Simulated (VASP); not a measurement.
Wanted: the native input for a VASP 6.6.1 run.

| Quantity | Value |
| --- | --- |
| Task | single point |
| Functional | PBEsol |
| Potentials or basis | VASP PAW PBE potentials, release 64 (O, H, C) |
| Cutoff | 520 eV |
| k mesh | 1 × 1 × 1 |
| Occupations | fermi-dirac, width 0.05 eV |
| Spin | no spin polarisation |
| Dipole correction | no |
| Further INCAR settings | LREAL = Auto; ALGO = Normal; EDIFF = 1e-06; NBANDS = 37 |

The structure of H8CO6 lies in POSCAR:

```
H8CO6
1.0
    5.5112720000      0.0000000000      0.0000000000
    0.0000000000      5.5112720000      0.0000000000
    0.0000000000      0.0000000000      5.5112720000
O H C
6 8 1
Direct
    0.8436346455      1.0770290416      0.4094517563
    0.3735979643      0.5017353526      0.3075333607
   -0.0398093217      0.6673595497      0.8077082750
    0.8856576123      0.2469847251     -0.0502787741
    0.4681496395      0.7306298800     -0.1877243584
    0.3892204921      1.0512273755      0.0707459185
    0.8343445941      0.9017881897      0.4390637951
    0.8897401544      1.1780220610      0.5449195757
    0.2288400935      0.5920956179      0.2349548344
    0.3366010605      0.3360385769      0.3401936976
   -0.0387750777      0.8183228844      0.7195616547
   -0.2243039356      0.5973575610      0.8063292830
    0.9529197615      0.4193587252     -0.0366158665
    0.8287016137      0.1863998003      0.1047489581
    0.4252194412      0.8685653693     -0.0348195480
```

These files were run (other wordings do the same):

INCAR

```
PREC = Accurate
ENCUT = 520
EDIFF = 1E-6
ISMEAR = -1
SIGMA = 0.05
LREAL = Auto
LASPH = T
NELM = 60
ALGO = Normal
ISIF = 2
LWAVE = F
LCHARG = F
GGA = PS
NBANDS = 37
```

KPOINTS

```
Automatic mesh
0
Gamma
  1 1 1
```

Potentials or basis: VASP PAW PBE potentials, release 64 (O, H, C).

The run is started by

```console
$ cat potpaw_PBE.64/O/POTCAR potpaw_PBE.64/H/POTCAR potpaw_PBE.64/C/POTCAR > POTCAR
$ mpirun -np 1 vasp_gam > vasp.out
```

Results of the run:

```json
{
  "Pressure": "0.5 GPa",
  "Largest force": "3.402 eV/Å",
  "Band gap on the k mesh": "3.56 eV"
}
```

Caveat: the k points lie up to 1.14 Å⁻¹ apart; the PAW data sets were made with another functional, which shifts forces and pressure a little.

Run time: 10 s on 1 thread of Intel(R) Xeon(R) 6975P-C (Granite Rapids), on a shared host, peak memory 0.23 GiB.
